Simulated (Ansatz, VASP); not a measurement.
## One calculation of HfC, two programs

INCAR

```
ALGO = Normal
EDIFF = 1E-6
ENCUT = 520
GGA = PE
ISIF = 2
ISMEAR = -1
LASPH = T
LCHARG = T
LELF = T
LREAL = F
LVHAR = T
LWAVE = F
NBANDS = 14
NELM = 60
PREC = Accurate
SIGMA = 0.08
```

File KPOINTS:

```
k-points
0
Gamma
  14 14 14
```

The input POSCAR:

```
HfC
1.0
    2.7804177010      0.0000000000      0.0000000000
    0.0000000000      2.7804177010      0.0000000000
    0.0000000000      0.0000000000      2.7804177010
Hf C
1 1
Direct
    0.0000000000      0.0000000000      0.0000000000
    0.5000000000      0.5000000000      0.5000000000
```

Input for Ansatz:

```yaml
crystal:
  lattice:
    - [2.780417701, 0.0, 0.0]
    - [0.0, 2.780417701, 0.0]
    - [0.0, 0.0, 2.780417701]
  atoms:
    - { symbol: Hf, position: [0.0, 0.0, 0.0] }
    - { symbol: C, position: [0.5, 0.5, 0.5] }
kpoints:
  mp_grid: { grid: [14, 14, 14] }
scf:
  occupations: { method: fermi_dirac, width: 0.08 }
hamiltonian:
  xc: pbe
  pseudopotentials: { kind: nc }
output:
  forces: true
  stress: true
  eigenvalues: true
```

Change from the starting cell: volume scaled by 0.88, norm-conserving files.

Alike in both runs: task single point; functional PBE; k mesh 14 × 14 × 14; occupations fermi-dirac, width 0.08 eV; no spin polarisation.

|  | VASP | Ansatz |
| --- | --- | --- |
| version | VASP 6.6.1 | Ansatz 0.2.0 |
| potentials or method | VASP PAW PBE potentials, release 64 (Hf_pv, C) | norm-conserving pseudopotentials, scalar-relativistic |
| plane-wave cutoff (eV) | 520 | 1143 |
| valence electrons in the cell | 14 | 30 |

```tsv
	VASP	Ansatz	Ansatz less VASP
pressure (GPa)	31.9	33.6	+1.79
```

Both programs put the cell under a high pressure, so it lies far from rest at this level. The functional is the same, so the differences come from potentials, cutoffs and numerics. VASP's potentials hold 14 valence electrons a cell and Ansatz's 30, so a difference there can come from the potentials and not from the codes.

Neither program's run includes spin-orbit coupling.
